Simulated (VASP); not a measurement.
# LiNbO3 (R3c) in VASP: further runs, part 3 of 3

VASP 6.6.1.

## (4) Single point, PBE (volume 10.027 Å^3 an atom, c/a of the conventional cell 2.8336)

Contents of INCAR:

```
SYSTEM = LiNbO3
  PREC = Accurate
  ENCUT = 520
  EDIFF = 1E-6
  ISMEAR = 0
  SIGMA = 0.05
  LREAL = .FALSE.
  LASPH = .TRUE.
  NELM = 80
  ALGO = Normal
  ISIF = 2
  LWAVE = .FALSE.
  LCHARG = .FALSE.
  GGA = PE
  NBANDS = 45
```

Contents of KPOINTS:

```
regular mesh
0
G
  6 6 6
  0 0 0
```

Contents of POSCAR:

```
LiNbO3
1.0
    2.4837680470      1.4340041506      4.6920034254
   -2.4837680470      1.4340041506      4.6920034254
    0.0000000000     -2.8680083011      4.6920034254
Li Nb O
2 2 6
Direct
    0.2815913687      0.2815913687      0.2815913687
    0.7815913687      0.7815913687      0.7815913687
    0.0004900497      0.0004900497      0.0004900497
    0.5004900497      0.5004900497      0.5004900497
    0.1104619503      0.3580262714      0.7211003599
    0.7211003599      0.1104619503      0.3580262714
    0.3580262714      0.7211003599      0.1104619503
    0.2211003599      0.8580262714      0.6104619503
    0.8580262714      0.6104619503      0.2211003599
    0.6104619503      0.2211003599      0.8580262714
```

Potentials or basis: VASP PAW PBE potentials, release 64 (Li_sv, Nb_sv, O).

Command:

```console
cat potpaw_PBE.64/Li_sv/POTCAR potpaw_PBE.64/Nb_sv/POTCAR potpaw_PBE.64/O/POTCAR > POTCAR
mpirun -np 1 vasp_std > vasp.out
```

OUTCAR:

```text
SYSTEM = LiNbO3
   PREC = Accurate
   ENCUT = 520
   EDIFF = 1E-6
   ISMEAR = 0
   LREAL = .FALSE.
   LASPH = .TRUE.
   NELM = 80
   ISIF = 2
   GGA = PE

 ion  position               nearest neighbor table
   1  0.282  0.282  0.282-   9 2.01  10 2.01   8 2.01   6 2.22   5 2.22   7 2.22
   2  0.782  0.782  0.782-   5 2.01   6 2.01   7 2.01  10 2.22   9 2.22   8 2.22
   3  0.000  0.000  0.000-   7 1.82   6 1.82   5 1.82  10 2.11   8 2.11   9 2.11
   4  0.500  0.500  0.500-   8 1.82  10 1.82   9 1.82   6 2.11   7 2.11   5 2.11
   5  0.110  0.358  0.721-   3 1.82   2 2.01   4 2.11   1 2.22
   6  0.721  0.110  0.358-   3 1.82   2 2.01   4 2.11   1 2.22
   7  0.358  0.721  0.110-   3 1.82   2 2.01   4 2.11   1 2.22
   8  0.221  0.858  0.610-   4 1.82   1 2.01   3 2.11   2 2.22
   9  0.858  0.610  0.221-   4 1.82   1 2.01   3 2.11   2 2.22
  10  0.610  0.221  0.858-   4 1.82   1 2.01   3 2.11   2 2.22

  LATTYP: Found a trigonal (rhomboedric) cell.
 ALAT       =     5.4991242720
 COS(alpha) =     0.5919954572

  Lattice vectors:

 A1 = (   2.4837680470,   1.4340041506,   4.6920034254)
 A2 = (  -2.4837680470,   1.4340041506,   4.6920034254)
 A3 = (   0.0000000000,  -2.8680083011,   4.6920034254)

Analysis of symmetry for initial positions (statically):
=====================================================================
 Subroutine PRICEL returns:
 Original cell was already a primitive cell.

 Routine SETGRP: Setting up the symmetry group for a
 trigonal (rhombohedral) supercell.

 Subroutine GETGRP returns: Found  6 space group operations
 (whereof  3 operations were pure point group operations)
 out of a pool of 12 trial point group operations.

The static configuration has the point symmetry C_3 .
 The point group associated with its full space group is C_3v.

Analysis of symmetry for dynamics (positions and initial velocities):
=====================================================================
 Subroutine PRICEL returns:
 Original cell was already a primitive cell.

 Routine SETGRP: Setting up the symmetry group for a
 trigonal (rhombohedral) supercell.

 Subroutine GETGRP returns: Found  6 space group operations
 (whereof  3 operations were pure point group operations)
 out of a pool of 12 trial point group operations.

The dynamic configuration has the point symmetry C_3 .
 The point group associated with its full space group is C_3v.

 Subroutine INISYM returns: Found  6 space group operations
 (whereof  3 operations are pure point group operations),
 and found     1 'primitive' translations

----------------------------------------------------------------------------------------

                                     Primitive cell

  volume of cell :     100.2700

  direct lattice vectors                    reciprocal lattice vectors
     2.483768047  1.434004151  4.692003425     0.201307043  0.116224675  0.071042858
    -2.483768047  1.434004151  4.692003425    -0.201307043  0.116224675  0.071042858
     0.000000000 -2.868008301  4.692003425     0.000000000 -0.232449350  0.071042858

  length of vectors
     5.499124272  5.499124272  5.499124272     0.243063342  0.243063342  0.243063342

  position of ions in fractional coordinates (direct lattice)
     0.281591369  0.281591369  0.281591369
[... 77 lines left out ...]
   number of dos      NEDOS =    301   number of ions     NIONS =     10
   total plane-waves  NPLWV =  74088
   dimension x,y,z NGX =    42 NGY =   42 NGZ =   42
   dimension x,y,z NGXF=    84 NGYF=   84 NGZF=   84
   ions per type =               2   2   6
   NGX,Y,Z   is equivalent  to a cutoff of  12.70, 12.70, 12.70 a.u.
   NGXF,Y,Z  is equivalent  to a cutoff of  25.39, 25.39, 25.39 a.u.
 SYSTEM =  LiNbO3
   PREC   = accura    normal or accurate (medium, high low for compatibility)
   ISTART =      0    job   : 0-new  1-cont  2-samecut
   ICHARG =      2    charge: 1-file 2-atom 10-const
   ISPIN  =      1    spin polarized calculation?
   LNONCOLLINEAR =      F non collinear calculations
   LSORBIT =      F    spin-orbit coupling
   LASPH  =      T    aspherical Exc in radial PAW
   ENCUT  =  520.0 eV  38.22 Ry    6.18 a.u.  10.22 10.22 10.22*2*pi/ulx,y,z
   NELM   =     80;   NELMIN=  2; NELMDL= -5     # of ELM steps
   EDIFF  = 0.1E-05   stopping-criterion for ELM
   LREAL  =      F    real-space projection
   EDIFFG = 0.1E-04   stopping-criterion for IOM
   NSW    =      0    number of steps for IOM
   IBRION =     -1    ionic relax: 0-MD 1-quasi-New 2-CG
   NFREE  =      0    steps in history (QN), initial steepest desc. (CG)
   ISIF   =      2    stress and relaxation
   ISYM   =      2    0-nonsym 1-usesym 2-fastsym
   POTIM  = 0.5000    time-step for ionic-motion
   TEBEG  =    0.0;   TEEND  =   0.0 temperature during run
   PSTRESS=    0.0 pullay stress
   NELECT =      68.0000    total number of electrons
   NUPDOWN=      -1.0000    fix difference up-down
   EMIN   =  10.00;   EMAX   =-10.00  energy-range for DOS
   EFERMI =   0.00;   METHOD = LEGACY
   ISMEAR =     0;   SIGMA  =   0.05  broadening in eV -4-tet -1-fermi 0-gaus
   EFERMI_NEDOS =   21; number of points for ismear=-14 and -15
   IALGO  =     38    algorithm
   IMIX   =      4    mixing-type and parameters
     AMIX     =   0.40;   BMIX     =  1.00
     AMIX_MAG =   1.60;   BMIX_MAG =  1.00
  volume/ion in A,a.u.               =      10.03        67.67
  Fermi-wavevector in a.u.,A,eV,Ry     =   1.438315  2.718022 28.147069  2.068751
  Thomas-Fermi vector in A             =   2.557296
   LORBIT       =      0    0 simple, 1 ext, 2 COOP (PROOUT), +10 PAW based schemes
   GGA     = PE    functional components
   LHFCALC =     F    Hartree Fock is set to
   AEXX    =    0.0000 exact exchange contribution
   IVDW    =     0    specifies the selected vdW correction
   LEPSILON=     F    determine dielectric tensor
   LRPA    =     F    only Hartree local field effects (RPA)
 non-spin polarized calculation
 Gauss-broadening in eV      SIGMA  =   0.05
  energy-cutoff  :      520.00
  volume of cell :      100.27
 maximum number of plane-waves:      2711
 NGX is ok and might be reduce to    42
   NGX = 21   NGY = 21   NGZ = 21

 number of electron      67.9999992 magnetization

 Free energy of the ion-electron system (eV)
  ---------------------------------------------------
  ext. energy  EPLUGINS =         0.00000000
  ---------------------------------------------------
  free energy    TOTEN  =       -79.39745685 eV

  energy without entropy =      -79.39745685  energy(sigma->0) =      -79.39745685

 E-fermi :   4.4445     XC(G=0): -11.0817

 val. band max:        4.0913120582   @ k =   0.0000   0.0000   0.0000
 cond. band min:       8.0238076051   @ k =   0.1667   0.1667   0.0000
 fundamental gap:      3.9324955469
 Fermi energy:         4.4444992775

 k-point     1 :       0.0000    0.0000    0.0000
  band No.  band energies     occupation
      1     -49.7441      2.00000
      2     -49.7236      2.00000
      3     -38.4197      2.00000
      4     -38.4163      2.00000
      5     -26.2184      2.00000
      6     -26.2184      2.00000
[... 1141 lines left out ...]
     44      14.2329      0.00000
     45      15.0911      0.00000

 [... further k-points ...]

------------------------ aborting loop because EDIFF is reached ----------------------------------------

  FORCE on cell =-STRESS in cart. coord.  units (eV):
  Direction    XX          YY          ZZ          XY          YZ          ZX
  --------------------------------------------------------------------------------------
  -------------------------------------------------------------------------------------
  Total       15.3253650     15.3253650      8.2055082     -0.0000000      0.0000000      0.0000000
  in kB      244.8783529    244.8783529    131.1127871     -0.0000000      0.0000000      0.0000000
  external PRESSURE =     206.9564976 kB  Pullay stress =       0.0000000 kB

 VOLUME and BASIS-vectors are now :
 -----------------------------------------------------------------------------
  energy-cutoff  :      520.00
  volume of cell :      100.27
      direct lattice vectors                 reciprocal lattice vectors
     2.483768047  1.434004151  4.692003425     0.201307043  0.116224675  0.071042858
    -2.483768047  1.434004151  4.692003425    -0.201307043  0.116224675  0.071042858
     0.000000000 -2.868008301  4.692003425     0.000000000 -0.232449350  0.071042858

 POSITION                                       TOTAL-FORCE (eV/Angst)
 -----------------------------------------------------------------------------------
      0.00000      0.00000      3.96368         0.000000      0.000000      0.077349
      0.00000      0.00000     11.00169         0.000000      0.000000      0.077349
      0.00000      0.00000      0.00690         0.000000     -0.000000     -1.293753
      0.00000      0.00000      7.04490         0.000000     -0.000000     -1.293753
     -0.61489     -1.39631      5.58155        -0.935479      1.038745      0.405468
      1.51668      0.16564      5.58155        -0.431840     -1.329521      0.405468
     -0.90179      1.23067      5.58155         1.367319      0.290776      0.405468
     -1.58198     -0.20334      7.92756        -1.367319      0.290776      0.405468
      0.61489      1.47170      7.92756         0.935479      1.038745      0.405468
      0.96708     -1.26836      7.92756         0.431840     -1.329521      0.405468
 -----------------------------------------------------------------------------------
    total drift:                               -0.000000      0.000001     -0.000398

  FREE ENERGIE OF THE ION-ELECTRON SYSTEM (eV)
  ---------------------------------------------------
  free  energy   TOTEN  =       -79.3974568469 eV

  energy  without entropy=      -79.3974568469  energy(sigma->0) =      -79.39745685
```

It took 1.8 min on 1 thread of AMD EPYC 9R45 (Zen 5), shared host; peak memory 0.27 GiB.

Results:

```
Free energy            : -79.3975 eV
Largest force          : 1.456 eV/Å
Band gap on the k mesh : 3.93 eV, indirect (least direct gap 3.94 eV)
```

Forces on the atoms (eV/Å):
```
Li   0.000  0.000  0.077
Li   0.000  0.000  0.077
Nb   0.000  0.000 -1.294
Nb   0.000  0.000 -1.294
O   -0.935  1.039  0.405
O   -0.432 -1.330  0.405
O    1.367  0.291  0.405
O   -1.367  0.291  0.405
O    0.935  1.039  0.405
O    0.432 -1.330  0.405
```

Caveat: the cutoff is under 1.25 times the usual one of these potentials, so pressure, stress and relaxed cells hold a basis-set (Pulay) error; forces of over 1 eV/Å act on the atoms, so gaps and moduli don't describe the material at rest.

## (5) Single point, PBE (volume 10.027 Å^3 an atom, c/a of the conventional cell 2.9259)

Contents of INCAR:

```
SYSTEM = LiNbO3
PREC = Accurate ; ENCUT = 520
EDIFF = 1E-6 ; ISMEAR = 0
SIGMA = 0.05 ; LREAL = .False.
LASPH = .True. ; NELM = 100
ALGO = Normal ; ISIF = 2
LWAVE = .False. ; LCHARG = .False.
GGA = PE ; NBANDS = 45
```

Contents of KPOINTS:

```
Automatic mesh
0
Gamma
  6 6 6
  0 0 0
```

Edit POSCAR of step 4 so:

```diff
@@ -2,5 +2,5 @@
 1.0
-    2.4837680470      1.4340041506      4.6920034254
-   -2.4837680470      1.4340041506      4.6920034254
-    0.0000000000     -2.8680083011      4.6920034254
+    2.4573709731      1.4187637929      4.7933478202
+   -2.4573709731      1.4187637929      4.7933478202
+    0.0000000000     -2.8375275857      4.7933478202
 Li Nb O
```

Command:

```console
cat potpaw_PBE.64/Li_sv/POTCAR potpaw_PBE.64/Nb_sv/POTCAR potpaw_PBE.64/O/POTCAR > POTCAR
mpirun -np 1 vasp_std > vasp.out
```

Wall time 2 min (1 thread of AMD EPYC 9R45 (Zen 5), shared host); peak memory 0.27 GiB.

The run converged. Its results:

```yaml
Free_energy: -79.2085 eV
Largest_force: 1.581 eV/Å
Band_gap_on_the_k_mesh: 3.88 eV, indirect (least direct gap 3.88 eV)
```

Forces on the atoms (eV/Å):
```
Li   0.000  0.000  0.107
Li   0.000  0.000  0.107
Nb   0.000  0.000 -1.448
Nb   0.000  0.000 -1.448
O   -1.029  1.113  0.447
O   -0.449 -1.448  0.447
O    1.479  0.335  0.447
O   -1.479  0.335  0.447
O    1.029  1.113  0.447
O    0.449 -1.448  0.447
```

Levels at points of the mesh, in eV from the valence-band top:
| k point | band 32 | band 33 | band 34 | band 35 | band 36 | band 37 |
| --- | --- | --- | --- | --- | --- | --- |
| (0.00, 0.00, 0.00) | -0.54 | 0.00 | 0.00 | 3.88 | 3.88 | 4.70 |
| (0.50, 0.00, 0.00) | -0.45 | -0.24 | -0.24 | 4.20 | 4.20 | 5.14 |
| (0.50, 0.50, 0.00) | -0.57 | -0.47 | -0.20 | 4.03 | 4.51 | 4.91 |
| (0.50, 0.50, 0.50) | -0.28 | -0.28 | -0.28 | 5.26 | 5.26 | 5.27 |

Caveat: the cutoff is under 1.25 times the usual one of these potentials, so pressure, stress and relaxed cells hold a basis-set (Pulay) error; forces of over 1 eV/Å act on the atoms, so gaps and moduli don't describe the material at rest.

## (6) The runs side by side

```tsv
cell	gap on the mesh (eV)	largest force (eV/Å)
a = 5.245 Å, angles 59.2°, 10 atoms	3.81	0.87
a = 5.431 Å, angles 55.1°, 10 atoms	3.95	1.32
a = 5.499 Å, angles 53.7°, 10 atoms	3.93	1.46
a = 5.570 Å, angles 52.4°, 10 atoms	3.88	1.58
```

Alike in all rows: task single point; level PBE; potentials or basis VASP PAW PBE potentials, release 64 (Li_sv, Nb_sv, O); no spin polarisation; k mesh 6 × 6 × 6; cutoff (eV) 520; smearing gaussian 0.05 eV.

Caveats: the cutoff is under 1.25 times the usual one of these potentials, so pressure, stress and relaxed cells hold a basis-set (Pulay) error; forces of over 1 eV/Å act on the atoms, so gaps and moduli don't describe the material at rest (some runs).

Absolute energies hang on the potentials; compare differences alone.
